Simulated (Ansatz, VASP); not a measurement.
## Two plane-wave programs on Sr

```
CELL_PARAMETERS angstrom
0.00000 3.04235 3.04235
3.04235 0.00000 3.04235
3.04235 3.04235 0.00000
ATOMIC_POSITIONS crystal
Sr 0.00000 0.00000 0.00000
```

Alike in both runs: task single point; functional PBE; k mesh 7 × 7 × 7; no spin polarisation.

```csv
,VASP,Ansatz
version,VASP 6.6.1,Ansatz 0.2.0
potentials or method,"VASP PAW PBE potentials, release 64 (Sr_sv), cutoff 500 eV","plane waves, PAW"
occupations,"gaussian, width 0.1 eV",gaussian
valence electrons in the cell,10,10
```

```csv
,VASP,Ansatz,Ansatz less VASP
pressure (GPa),-0.3,-0.3,0.00
```
